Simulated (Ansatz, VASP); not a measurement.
## One calculation of CdSe, two programs

```
CELL_PARAMETERS angstrom
4.08357 0.00000 0.00000
-2.04179 3.53648 0.00000
0.00000 0.00000 7.01520
ATOMIC_POSITIONS crystal
Cd 0.66667 0.33333 0.00000
Cd 0.33333 0.66667 0.50000
Se 0.66667 0.33333 0.37500
Se 0.33333 0.66667 0.87500
```

Change from the starting cell: strain -0.050 along x and y, +0.000 along z, atoms carried along.

Alike in both runs: task single point; functional r2SCAN; k mesh 6 × 6 × 4; occupations gaussian, width 0.05 eV; no spin polarisation.

|  | VASP | Ansatz |
| --- | --- | --- |
| version | VASP 6.6.1 | Ansatz 0.2.0 |
| potentials or method | VASP PAW PBE potentials, release 64 (Cd, Se), cutoff 520 eV | scalar-relativistic, plane waves, PAW |
| valence electrons in the cell | 36 | 72 |

VASP gave:

* gap on the k mesh at the Fermi level (eV): 1.28
* least direct gap on the mesh (eV): 1.28
* pressure (GPa): 9.8
* traceless stress, the component that is largest in VASP (GPa): -4.48
* rms of the force components (eV/Å): 0.344

Problem. What did Ansatz give for the same quantities?

Solution. gap on the k mesh at the Fermi level (eV): 1.29; least direct gap on the mesh (eV): 1.29; pressure (GPa): 9.3; traceless stress, the component that is largest in VASP (GPa): -4.40; rms of the force components (eV/Å): 0.334.

VASP's potentials were made for PBE, not for r2SCAN. Atom by atom the forces differ by 0.010 eV/Å (rms over components). VASP's potentials hold 36 valence electrons a cell and Ansatz's 72, so a difference there can come from the potentials and not from the codes.
